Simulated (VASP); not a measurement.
Crystal: Pb.

```
Pb
1.0
     3.52437    0.00000    0.00000
    -1.76218    3.05219    0.00000
     0.00000    0.00000   11.49524
Pb
4
Cartesian
  0.0000 0.0000 0.0000
  0.0000 2.0348 2.8738
  0.0000 0.0000 5.7476
  1.7622 1.0174 8.6214
```

This isn't the form of Pb at room conditions, which is fcc.

* Program: VASP 6.6.1
* Task: relaxation of cell and atoms
* Functional: PBEsol
* Potentials or basis: VASP PAW PBE potentials, release 64 (Pb_d)
* Cutoff: 600 eV
* k mesh: 15 × 15 × 4
* Occupations: gaussian, width 0.1 eV
* Spin: no spin polarisation

At the start: pressure -1.4 GPa; volume 30.91 Å³/atom.

Task: How do energy, volume and symmetry change on relaxing?

Result: Over 6 steps the energy falls by 4.2 meV/atom and the volume is 29.95 Å³/atom (-3.1 %); space group P6_3/mmc (No. 194, to 0.1 Å) before and after.

Step by step:
```tsv
step	energy change (eV)	largest force (eV/Å)	pressure (GPa)	volume (Å³)
1	0.0000	0.0000	-1.37	123.65
2	-0.0158	0.0000	0.38	118.97
3	-0.0168	0.0000	0.00	119.88
4	-0.0168	0.0000	0.03	119.80
5	-0.0170	0.0000	0.03	119.80
6	-0.0170	0.0000	0.03	119.80
```

Final structure:
```
Pb
1.0
     3.48146    0.00000    0.00000
    -1.74073    3.01503    0.00000
     0.00000    0.00000   11.41336
Pb
4
Direct
  0.00000 0.00000 0.00000
  0.33333 0.66667 0.25000
  0.00000 0.00000 0.50000
  0.66667 0.33333 0.75000
```

Caveat: the PAW data sets were made with another functional, which shifts forces and pressure a little.
